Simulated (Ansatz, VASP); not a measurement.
## Two plane-wave programs on OsPdC4N4

```
Pd Os C N
1.0
     5.96462    0.00000    0.00000
     0.00000    5.96462    0.00000
     0.00000    0.00000    5.96462
Pd Os C N
1 1 4 4
Direct
  0.50000 0.50000 0.50000
  0.00000 0.00000 0.00000
  0.18572 0.18572 0.18572
  0.18572 0.81428 0.81428
  0.81428 0.18572 0.81428
  0.81428 0.81428 0.18572
  0.30055 0.30055 0.30055
  0.30055 0.69945 0.69945
  0.69945 0.30055 0.69945
  0.69945 0.69945 0.30055
```

Alike in both runs: functional PBE; k mesh 4 × 4 × 4; occupations gaussian, width 0.1 eV; collinear spin.

Ansatz relaxed the structure, and its values are those at the end. VASP's run is a single point on that final structure, the one shown.

|  | VASP | Ansatz |
| --- | --- | --- |
| version | VASP 6.6.1 | Ansatz 0.2.0 |
| potentials or method | VASP PAW PBE potentials, release 64 (Pd_sv_GW, Os_sv_GW, C, N), cutoff 700 eV | scalar-relativistic, plane waves, PAW |
| valence electrons in the cell | 70 | 70 |

Ansatz gave:

```
gap on the k mesh at the Fermi level (eV) : 0.34
least direct gap on the mesh (eV)         : 0.57
pressure (GPa)                            : 0.2
rms of the force components (eV/Å)        : 0.027
net moment per atom (μB)                  : 0.00
```

Estimate VASP's values.

gap on the k mesh at the Fermi level (eV): 0.34; least direct gap on the mesh (eV): 0.57; pressure (GPa): 0.3; rms of the force components (eV/Å): 0.121; net moment per atom (μB): 0.00.

One of these differences is far larger than is usual between the two programs; its cause wasn't traced. Ansatz's warnings: seeded moment not kept.

Spin-orbit coupling is off throughout. Noted on VASP's run: the standard files for N, O and F lose accuracy on very short bonds.
